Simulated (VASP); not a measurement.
## In5PtCl: relaxation of cell and atoms with PBE

The system is In5PtCl.

```xyz
7
Lattice="4.4768 0.0000 0.0000 0.0000 4.4768 0.0000 0.0000 0.0000 7.8629" Properties=species:S:1:pos:R:3 pbc="T T T"
In    2.2384    0.0000    5.7100
In    0.0000    2.2384    5.7100
In    2.2384    0.0000    2.1529
In    0.0000    2.2384    2.1529
In    0.0000    0.0000    0.0000
Pt    2.2384    2.2384    0.0000
Cl    0.0000    0.0000    3.9315
```

The cell was generated, and may not be a known phase.

- Program: VASP 6.6.1
- Task: relaxation of cell and atoms
- Functional: PBE
- Potentials or basis: VASP PAW PBE potentials, release 64 (In_d, Pt, Cl)
- Cutoff: 600 eV
- k mesh: 4 × 4 × 2
- Occupations: gaussian, width 0.1 eV
- Spin: no spin polarisation
- Dipole correction: no
- Further INCAR settings: ALGO = Normal; EDIFF = 1e-06; IBRION = 2; EDIFFG = -0.04; NSW = 90; ISIF = 3

```
Relaxed volume                        : 26.68 Å³/atom
Relaxed cell                          : a = 4.386 Å, b = 4.386 Å, c = 9.710 Å, α = 90.00°, β = 90.00°, γ = 90.00°
Space group after relaxing (to 0.1 Å) : P4/mmm (No. 123)
Energy gained by relaxing             : 225.6 meV/atom
Ionic steps                           : 19
Pressure after relaxing               : 0.2 GPa
Band gap on the k mesh                : zero (bands 41 and 42 overlap by 3.06 eV)
```

Stress tensor (GPa, compression positive):
```
0.21 0.00 0.00
0.00 0.21 0.00
0.00 0.00 0.04
```

The path:
```
step  energy change (eV)  largest force (eV/Å)  pressure (GPa)  volume (Å³)
   1              0.0000                1.0830            8.46       157.59
   2             -0.8457                0.8757           -0.03       186.28
   3             -0.8627                0.8558           -1.20       193.26
   4             -0.8635                0.8599           -0.96       191.70
   5             -1.0539                0.7706           -0.73       190.91
   6             -1.4546                0.2871            0.12       188.37
   7             -1.0618                1.0904            4.76       182.46
   8             -1.5203                0.0072            0.84       187.04
   9             -1.5210                0.0176            0.90       186.88
  10             -1.5418                0.0352           -0.33       194.70
  11             -1.5428                0.0327           -0.13       193.30
  12             -1.5489                0.0524           -0.13       193.04
  13             -1.5668                0.0899           -0.13       192.15
  14             -1.5546                0.1747            0.23       189.93
  15             -1.5706                0.1195            0.00       191.31
  16             -1.5710                0.1111           -0.06       191.56
  17             -1.5777                0.0790            0.07       190.30
  18             -1.5801                0.0573            0.17       189.14
  19             -1.5795                0.0016            0.15       186.79
```

Final structure:
```cif
data_structure
_symmetry_space_group_name_H-M 'P 1'
_symmetry_Int_Tables_number 1
_cell_length_a 4.3861
_cell_length_b 4.3861
_cell_length_c 9.7097
_cell_angle_alpha 90.000
_cell_angle_beta 90.000
_cell_angle_gamma 90.000
_cell_volume 186.79
loop_
_atom_site_label
_atom_site_type_symbol
_atom_site_fract_x
_atom_site_fract_y
_atom_site_fract_z
_atom_site_occupancy
In1 In 0.50000 0.00000 0.76104 1
In2 In 0.00000 0.50000 0.76104 1
In3 In 0.50000 0.00000 0.23896 1
In4 In 0.00000 0.50000 0.23896 1
In5 In 0.00000 0.00000 0.00000 1
Pt1 Pt 0.50000 0.50000 0.00000 1
Cl1 Cl 0.00000 0.00000 0.50000 1
```

Levels at points of the mesh, in eV from the Fermi level:
```tsv
k point	band 39	band 40	band 41	band 42	band 43	band 44
(0.00, 0.00, 0.00)	-0.59	-0.06	0.33	0.41	1.11	1.11
(0.50, 0.00, 0.00)	-1.34	-0.59	1.60	1.87	2.24	2.40
(0.50, 0.50, 0.00)	-1.69	-1.54	-1.54	-1.45	0.28	0.28
(0.00, 0.00, 0.50)	-0.79	-0.79	-0.21	0.52	1.29	1.42
(0.50, 0.00, 0.50)	-1.30	-1.28	1.27	2.23	2.25	2.30
(0.50, 0.50, 0.50)	-1.77	-1.02	-1.01	-1.01	-0.50	-0.50
```

Run time: 15 min on 1 thread of AMD EPYC 9R45 96-Core Processor (Zen 5) (shared host), peak memory 0.32 GiB.

Caveat: the k points lie up to 0.36 Å⁻¹ apart in the final cell, too coarse for converged energies and pressures of a metal; the volume moved by over 15 % at a fixed basis, so the end points are rough; spin-orbit coupling is left out, which moves the levels of the heavy elements.
